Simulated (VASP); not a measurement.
# MgBe3 (P6_3/mmc) in VASP: further runs

Runs on MgBe3. Level: PBE. Tasks: single point.

All numbers are computed with VASP 6.6.1; they aren't measurements. Logs are shortened: lines on timing, memory, paths and dates and some standing lists are left out, and cuts for length are marked.

## 1. The cell of the first run

It takes space group P6_3/mmc (No. 194, hexagonal). The conventional cell has a = 5.468 Å, b = 5.468 Å, c = 3.628 Å, α = 90.00°, β = 90.00°, γ = 120.00°. Mg (site symmetry -6m2) has 12 Be at 2.63 to 2.75 Å and 8 Mg at 3.63 to 3.64 Å within 3.7 Å. Be (site symmetry mm2) has 6 Be at 2.16 to 2.20 Å and 4 Mg at 2.63 to 2.75 Å within 2.9 Å.

## 2. Single point, PBE

Contents of INCAR:

```
SYSTEM = MgBe3
PREC = Accurate ; ENCUT = 600
EDIFF = 1E-6 ; ISMEAR = 1
SIGMA = 0.1 ; LREAL = .False.
LASPH = .True. ; NELM = 120
ALGO = Normal ; ISIF = 2
LWAVE = .False. ; LCHARG = .False.
GGA = PE ; NBANDS = 18
GGA_COMPAT = .False.
```

Contents of KPOINTS:

```
regular mesh
0
Gamma
  5 5 6
  0 0 0
```

Contents of POSCAR:

```
MgBe3
1.0
    5.4676020000      0.0000000000      0.0000000000
   -2.7338010000      4.7350830000      0.0000000000
    0.0000000000      0.0000000000      3.6278910000
Mg Be
2 6
Direct
    0.3333333333      0.6666666667      0.7500000000
    0.6666666667      0.3333333333      0.2500000000
    0.2632940000      0.1316470000      0.7500000000
    0.8683530000      0.7367060000      0.7500000000
    0.8683530000      0.1316470000      0.7500000000
    0.1316470000      0.8683530000      0.2500000000
    0.1316470000      0.2632940000      0.2500000000
    0.7367060000      0.8683530000      0.2500000000
```

Potentials or basis: VASP PAW PBE potentials, release 64 (Mg, Be).

On the command line:

```
cat potpaw_PBE.64/Mg/POTCAR potpaw_PBE.64/Be/POTCAR > POTCAR
mpirun -np 1 vasp_std > vasp.out
```

OUTCAR:

```text
SYSTEM = MgBe3
   PREC = Accurate
   ENCUT = 600
   EDIFF = 1E-6
   ISMEAR = 1
   LREAL = .False.
   LASPH = .True.
   NELM = 120
   ISIF = 2
   GGA = PE

 ion  position               nearest neighbor table
   1  0.333  0.667  0.750-   6 2.63   6 2.63   8 2.63   8 2.63   7 2.63   7 2.63   4 2.75   4 2.75
                             3 2.75   5 2.75   5 2.75   3 2.75   2 3.64   2 3.64   2 3.64   2 3.64
   2  0.667  0.333  0.250-   5 2.63   5 2.63   3 2.63   3 2.63   4 2.63   4 2.63   7 2.75   7 2.75
                             8 2.75   6 2.75   6 2.75   8 2.75   1 3.64   1 3.64   1 3.64   1 3.64
   3  0.263  0.132  0.750-   5 2.16   4 2.16   7 2.20   7 2.20   6 2.20   6 2.20   2 2.63   2 2.63
                             1 2.75   1 2.75
   4  0.868  0.737  0.750-   3 2.16   5 2.16   6 2.20   8 2.20   6 2.20   8 2.20   2 2.63   2 2.63
                             1 2.75   1 2.75
   5  0.868  0.132  0.750-   3 2.16   4 2.16   7 2.20   7 2.20   8 2.20   8 2.20   2 2.63   2 2.63
                             1 2.75   1 2.75
   6  0.132  0.868  0.250-   8 2.16   7 2.16   4 2.20   4 2.20   3 2.20   3 2.20   1 2.63   1 2.63
                             2 2.75   2 2.75
   7  0.132  0.263  0.250-   6 2.16   8 2.16   3 2.20   5 2.20   3 2.20   5 2.20   1 2.63   1 2.63
                             2 2.75   2 2.75
   8  0.737  0.868  0.250-   6 2.16   7 2.16   4 2.20   4 2.20   5 2.20   5 2.20   1 2.63   1 2.63
                             2 2.75   2 2.75

  LATTYP: Found a hexagonal cell.
 ALAT       =     5.4676020000
 C/A-ratio  =     0.6635250700

  Lattice vectors:

 A1 = (   5.4676020000,   0.0000000000,   0.0000000000)
 A2 = (  -2.7338010000,   4.7350830000,   0.0000000000)
 A3 = (   0.0000000000,   0.0000000000,   3.6278910000)

Analysis of symmetry for initial positions (statically):
=====================================================================
 Subroutine PRICEL returns:
 Original cell was already a primitive cell.

 Routine SETGRP: Setting up the symmetry group for a
 hexagonal supercell.

 Subroutine GETGRP returns: Found 24 space group operations
 (whereof 12 operations were pure point group operations)
 out of a pool of 24 trial point group operations.

The static configuration has the point symmetry D_3d.
 The point group associated with its full space group is D_6h.

Analysis of symmetry for dynamics (positions and initial velocities):
=====================================================================
 Subroutine PRICEL returns:
 Original cell was already a primitive cell.

 Routine SETGRP: Setting up the symmetry group for a
 hexagonal supercell.

 Subroutine GETGRP returns: Found 24 space group operations
 (whereof 12 operations were pure point group operations)
 out of a pool of 24 trial point group operations.

The dynamic configuration has the point symmetry D_3d.
 The point group associated with its full space group is D_6h.

 Subroutine INISYM returns: Found 24 space group operations
 (whereof 12 operations are pure point group operations),
 and found     1 'primitive' translations

----------------------------------------------------------------------------------------

                                     Primitive cell

  volume of cell :      93.9245

  direct lattice vectors                    reciprocal lattice vectors
     5.467602000  0.000000000  0.000000000     0.182895536  0.105594770  0.000000000
    -2.733801000  4.735083000  0.000000000     0.000000000  0.211189540  0.000000000
     0.000000000  0.000000000  3.627891000     0.000000000  0.000000000  0.275642240

  length of vectors
     5.467602000  5.467602667  3.627891000     0.211189566  0.211189540  0.275642240

  position of ions in fractional coordinates (direct lattice)
     0.333333333  0.666666667  0.750000000
     0.666666667  0.333333333  0.250000000
     0.263294000  0.131647000  0.750000000
     0.868353000  0.736706000  0.750000000
     0.868353000  0.131647000  0.750000000
     0.131647000  0.868353000  0.250000000
     0.131647000  0.263294000  0.250000000
     0.736706000  0.868353000  0.250000000

  ion indices of the primitive-cell ions
   primitive index   ion index
                 1           1
                 2           2
                 3           3
                 4           4
                 5           5
                 6           6
                 7           7
                 8           8

----------------------------------------------------------------------------------------

 KPOINTS: regular mesh

Automatic generation of k-mesh.
 Grid dimensions read from file:
 generate k-points for:    5    5    6

 Generating k-lattice:

  Cartesian coordinates                     Fractional coordinates (reciprocal lattice)
     0.036579107  0.021118954  0.000000000     0.200000000  0.000000000  0.000000000
     0.000000000  0.042237908  0.000000000     0.000000000  0.200000000  0.000000000
     0.000000000  0.000000000  0.045940373     0.000000000  0.000000000  0.166666667

  Length of vectors
     0.042237913  0.042237908  0.045940373

  Shift w.r.t. Gamma in fractional coordinates (k-lattice)
     0.000000000  0.000000000  0.000000000

 Subroutine IBZKPT returns following result:
 ===========================================

 Found     20 irreducible k-points:

 Following reciprocal coordinates:
            Coordinates               Weight
  0.000000  0.000000  0.000000      1.000000
  0.200000 -0.000000  0.000000      6.000000
  0.400000 -0.000000  0.000000      6.000000
  0.200000  0.200000  0.000000      6.000000
  0.400000  0.200000  0.000000      6.000000
  0.000000  0.000000  0.166667      2.000000
[... 12 lines left out ...]
  0.200000  0.200000  0.500000      6.000000
  0.400000  0.200000  0.500000      6.000000
   k-points           NKPTS =     20   k-points in BZ     NKDIM =     20   number of bands    NBANDS=     18
   number of dos      NEDOS =    301   number of ions     NIONS =      8
   total plane-waves  NPLWV =  69120
   dimension x,y,z NGX =    48 NGY =   48 NGZ =   30
   dimension x,y,z NGXF=    96 NGYF=   96 NGZF=   60
   ions per type =               2   6
   NGX,Y,Z   is equivalent  to a cutoff of  14.59, 14.59, 13.75 a.u.
   NGXF,Y,Z  is equivalent  to a cutoff of  29.19, 29.19, 27.49 a.u.
 SYSTEM =  MgBe3
   PREC   = accura    normal or accurate (medium, high low for compatibility)
   ISTART =      0    job   : 0-new  1-cont  2-samecut
   ICHARG =      2    charge: 1-file 2-atom 10-const
   ISPIN  =      1    spin polarized calculation?
   LNONCOLLINEAR =      F non collinear calculations
   LSORBIT =      F    spin-orbit coupling
   LASPH  =      T    aspherical Exc in radial PAW
   ENCUT  =  600.0 eV  44.10 Ry    6.64 a.u.  10.92 10.92  7.25*2*pi/ulx,y,z
   NELM   =    120;   NELMIN=  2; NELMDL= -5     # of ELM steps
   EDIFF  = 0.1E-05   stopping-criterion for ELM
   LREAL  =      F    real-space projection
   EDIFFG = 0.1E-04   stopping-criterion for IOM
   NSW    =      0    number of steps for IOM
   IBRION =     -1    ionic relax: 0-MD 1-quasi-New 2-CG
   NFREE  =      0    steps in history (QN), initial steepest desc. (CG)
   ISIF   =      2    stress and relaxation
   ISYM   =      2    0-nonsym 1-usesym 2-fastsym
   POTIM  = 0.5000    time-step for ionic-motion
   TEBEG  =    0.0;   TEEND  =   0.0 temperature during run
   PSTRESS=    0.0 pullay stress
   NELECT =      16.0000    total number of electrons
   NUPDOWN=      -1.0000    fix difference up-down
   EMIN   =  10.00;   EMAX   =-10.00  energy-range for DOS
   EFERMI =   0.00;   METHOD = LEGACY
   ISMEAR =     1;   SIGMA  =   0.10  broadening in eV -4-tet -1-fermi 0-gaus
   EFERMI_NEDOS =   21; number of points for ismear=-14 and -15
   IALGO  =     38    algorithm
   IMIX   =      4    mixing-type and parameters
     AMIX     =   0.40;   BMIX     =  1.00
     AMIX_MAG =   1.60;   BMIX_MAG =  1.00
  volume/ion in A,a.u.               =      11.74        79.23
  Fermi-wavevector in a.u.,A,eV,Ry     =   0.907518  1.714960 11.205608  0.823589
  Thomas-Fermi vector in A             =   2.031335
   LORBIT       =      0    0 simple, 1 ext, 2 COOP (PROOUT), +10 PAW based schemes
   GGA     = PE    functional components
   LHFCALC =     F    Hartree Fock is set to
   AEXX    =    0.0000 exact exchange contribution
   IVDW    =     0    specifies the selected vdW correction
   LEPSILON=     F    determine dielectric tensor
   LRPA    =     F    only Hartree local field effects (RPA)
 non-spin polarized calculation
 Methfessel and Paxton  Order N= 1 SIGMA  =   0.10
  energy-cutoff  :      600.00
  volume of cell :       93.92
 maximum number of plane-waves:      3155
 NGX is ok and might be reduce to    48
   NGX = 21   NGY = 21   NGZ = 15

 number of electron      16.0000000 magnetization

 Free energy of the ion-electron system (eV)
  ---------------------------------------------------
  ext. energy  EPLUGINS =         0.00000000
  ---------------------------------------------------
  free energy    TOTEN  =       -23.73813777 eV

  energy without entropy =      -23.73689352  energy(sigma->0) =      -23.73772302

 E-fermi :   4.4890     XC(G=0):  -9.6469

 val. band max:        4.3445143353   @ k =   0.4000   0.2000   0.3333
 cond. band min:       4.4921827465   @ k =   0.4000   0.2000   0.1667
 fundamental gap:      0.1476684112
 Fermi energy:         4.4889548719

 k-point     1 :       0.0000    0.0000    0.0000
  band No.  band energies     occupation
      1      -4.9364      2.00000
      2      -0.3962      2.00000
      3       0.4945      2.00000
      4       0.4945      2.00000
      5       1.2946      2.00000
      6       1.2946      2.00000
[... 10 lines left out ...]
     17      11.1113      0.00000
     18      11.1407      0.00000

 k-point     2 :       0.2000   -0.0000    0.0000
  band No.  band energies     occupation
      1      -4.7559      2.00000
      2      -1.4090      2.00000
      3      -0.0079      2.00000
      4       0.3334      2.00000
      5       2.0150      2.00000
      6       2.1982      2.00000
[... 10 lines left out ...]
     17      11.4958      0.00000
     18      11.6185      0.00000
[... 358 lines left out ...]
 k-point    20 :       0.4000    0.2000    0.5000
  band No.  band energies     occupation
      1      -2.0626      2.00000
      2      -2.0626      2.00000
      3      -0.2007      2.00000
      4      -0.2007      2.00000
      5       0.6420      2.00000
      6       0.6420      2.00000
[... 10 lines left out ...]
     17      12.0357      0.00000
     18      12.0357      0.00000

------------------------ aborting loop because EDIFF is reached ----------------------------------------

  FORCE on cell =-STRESS in cart. coord.  units (eV):
  Direction    XX          YY          ZZ          XY          YZ          ZX
  --------------------------------------------------------------------------------------
  -------------------------------------------------------------------------------------
  Total        0.1612604      0.1612604     -0.6652024      0.0000000      0.0000000      0.0000000
  in kB        2.7508034      2.7508043    -11.3471214      0.0000000      0.0000000      0.0000000
  external PRESSURE =      -1.9485046 kB  Pullay stress =       0.0000000 kB

 VOLUME and BASIS-vectors are now :
 -----------------------------------------------------------------------------
  energy-cutoff  :      600.00
  volume of cell :       93.92
      direct lattice vectors                 reciprocal lattice vectors
     5.467602000  0.000000000  0.000000000     0.182895536  0.105594770  0.000000000
    -2.733801000  4.735083000  0.000000000     0.000000000  0.211189540  0.000000000
     0.000000000  0.000000000  3.627891000     0.000000000  0.000000000  0.275642240

 POSITION                                       TOTAL-FORCE (eV/Angst)
 -----------------------------------------------------------------------------------
     -0.00000      3.15672      2.72092        -0.000000      0.000000      0.000000
      2.73380      1.57836      0.90697        -0.000000     -0.000000      0.000000
      1.07969      0.62336      2.72092         0.037885      0.021873      0.000000
      2.73380      3.48836      2.72092        -0.000000     -0.043745     -0.000000
      4.38791      0.62336      2.72092        -0.037885      0.021873     -0.000000
     -1.65411      4.11172      0.90697         0.037885     -0.021873     -0.000000
      0.00000      1.24672      0.90697        -0.000000      0.043745      0.000000
      1.65411      4.11172      0.90697        -0.037885     -0.021873     -0.000000
 -----------------------------------------------------------------------------------
    total drift:                                0.000000     -0.000000     -0.000000

  FREE ENERGIE OF THE ION-ELECTRON SYSTEM (eV)
  ---------------------------------------------------
  free  energy   TOTEN  =       -23.7381377733 eV

  energy  without entropy=      -23.7368935153  energy(sigma->0) =      -23.73772302
```

Run time: 51 s. Hardware: 1 thread of Intel Xeon 8259CL, shared host; peak memory 0.26 GiB.

What came out:

| Item | Value |
| --- | --- |
| Free energy | -23.7381 eV |
| Pressure | -0.2 GPa |
| Largest force | 0.044 eV/Å |
| Band gap on the k mesh | zero (bands 8 and 9 overlap by 1.41 eV) |

Forces in eV/Å, atoms in the order of the input:
```
Mg   0.000  0.000  0.000
Mg   0.000  0.000  0.000
Be   0.038  0.022  0.000
Be   0.000 -0.044  0.000
Be  -0.038  0.022  0.000
Be   0.038 -0.022  0.000
Be   0.000  0.044  0.000
Be  -0.038 -0.022  0.000
```

## 3. Single point, PBE

Contents of INCAR:

```
ALGO = Normal ; EDIFF = 1E-6
ENCUT = 600 ; GGA = PE
GGA_COMPAT = F ; ISIF = 2
ISMEAR = 1 ; LASPH = T
LCHARG = F ; LREAL = F
LWAVE = F ; NBANDS = 18
NELM = 120 ; PREC = Accurate
SIGMA = 0.1
```

Contents of KPOINTS:

```
k-points
0
Gamma
  5 5 6
```

POSCAR is that of step 2.

Potentials or basis: VASP PAW PBE potentials, release 64 (Mg, Be).

On the command line:

```
cat potpaw_PBE.64/Mg/POTCAR potpaw_PBE.64/Be/POTCAR > POTCAR
mpirun -np 1 vasp_std > vasp.out
```

OUTCAR:

```text
EDIFF = 1E-6
   ENCUT = 600
   GGA = PE
   ISIF = 2
   ISMEAR = 1
   LASPH = T
   LREAL = F
   NELM = 120
   PREC = Accurate

 ion  position               nearest neighbor table
   1  0.333  0.667  0.750-   6 2.63   6 2.63   8 2.63   8 2.63   7 2.63   7 2.63   4 2.75   4 2.75
                             3 2.75   5 2.75   5 2.75   3 2.75   2 3.64   2 3.64   2 3.64   2 3.64
   2  0.667  0.333  0.250-   5 2.63   5 2.63   3 2.63   3 2.63   4 2.63   4 2.63   7 2.75   7 2.75
                             8 2.75   6 2.75   6 2.75   8 2.75   1 3.64   1 3.64   1 3.64   1 3.64
   3  0.263  0.132  0.750-   5 2.16   4 2.16   7 2.20   7 2.20   6 2.20   6 2.20   2 2.63   2 2.63
                             1 2.75   1 2.75
[... 640 lines left out ...]
  external PRESSURE =      -1.9485046 kB  Pullay stress =       0.0000000 kB

 VOLUME and BASIS-vectors are now :
 -----------------------------------------------------------------------------
  energy-cutoff  :      600.00
  volume of cell :       93.92
      direct lattice vectors                 reciprocal lattice vectors
     5.467602000  0.000000000  0.000000000     0.182895536  0.105594770  0.000000000
    -2.733801000  4.735083000  0.000000000     0.000000000  0.211189540  0.000000000
     0.000000000  0.000000000  3.627891000     0.000000000  0.000000000  0.275642240

 POSITION                                       TOTAL-FORCE (eV/Angst)
 -----------------------------------------------------------------------------------
     -0.00000      3.15672      2.72092        -0.000000      0.000000      0.000000
      2.73380      1.57836      0.90697        -0.000000     -0.000000      0.000000
      1.07969      0.62336      2.72092         0.037885      0.021873      0.000000
      2.73380      3.48836      2.72092        -0.000000     -0.043745     -0.000000
      4.38791      0.62336      2.72092        -0.037885      0.021873     -0.000000
     -1.65411      4.11172      0.90697         0.037885     -0.021873     -0.000000
      0.00000      1.24672      0.90697        -0.000000      0.043745      0.000000
      1.65411      4.11172      0.90697        -0.037885     -0.021873     -0.000000
 -----------------------------------------------------------------------------------
    total drift:                                0.000000     -0.000000     -0.000000

  FREE ENERGIE OF THE ION-ELECTRON SYSTEM (eV)
  ---------------------------------------------------
  free  energy   TOTEN  =       -23.7381377733 eV

  energy  without entropy=      -23.7368935153  energy(sigma->0) =      -23.73772302
```

It took 52 s on 1 thread of Intel Xeon 8259CL, shared host; peak memory 0.26 GiB.

What came out:

```yaml
Free_energy: -23.7381 eV
Pressure: -0.2 GPa
Largest_force: 0.044 eV/Å
Band_gap_on_the_k_mesh: zero (bands 8 and 9 overlap by 1.41 eV)
```

Forces in eV/Å, atoms in the order of the input:
```
Mg   0.000  0.000  0.000
Mg   0.000  0.000  0.000
Be   0.038  0.022  0.000
Be   0.000 -0.044  0.000
Be  -0.038  0.022  0.000
Be   0.038 -0.022  0.000
Be   0.000  0.044  0.000
Be  -0.038 -0.022  0.000
```

Stress tensor (GPa, compression positive):
```
 0.28  0.00  0.00
 0.00  0.28  0.00
 0.00  0.00 -1.13
```
